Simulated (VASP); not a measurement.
Input of a VASP 6.6.1 run:

Contents of INCAR:

```
PREC = Accurate ; ENCUT = 520
EDIFF = 1E-7 ; ISMEAR = 0
SIGMA = 0.1 ; LREAL = False
LASPH = True ; NELM = 80
ALGO = Normal ; ISIF = 2
LWAVE = False ; LCHARG = True
GGA = PE ; LELF = True
LVHAR = True ; NBANDS = 18
```

KPOINTS

```
regular mesh
0
Gamma
  6 6 6
```

The input POSCAR:

```
LiGeH3
1.0
    3.8323763647      0.0000000000      0.0000000000
    0.0000000000      3.8323763647      0.0000000000
    0.0000000000      0.0000000000      3.8323763647
Li Ge H
1 1 3
Direct
    0.0000000000      0.0000000000      0.0000000000
    0.5000000000      0.5000000000      0.5000000000
    0.0000000000      0.5000000000      0.5000000000
    0.5000000000      0.5000000000      0.0000000000
    0.5000000000      0.0000000000      0.5000000000
```

Potentials or basis: VASP PAW PBE potentials, release 64 (Li_sv, Ge_d, H).

Launch:

```sh
$ cat potpaw_PBE.64/Li_sv/POTCAR potpaw_PBE.64/Ge_d/POTCAR potpaw_PBE.64/H/POTCAR > POTCAR
$ mpirun -np 1 vasp_std > vasp.out
```

**Question.** Estimate the band gap on the k mesh.

**Answer.** Zero (band 10 reaches 3.91 eV, above the bottom of band 11 at 2.89 eV).
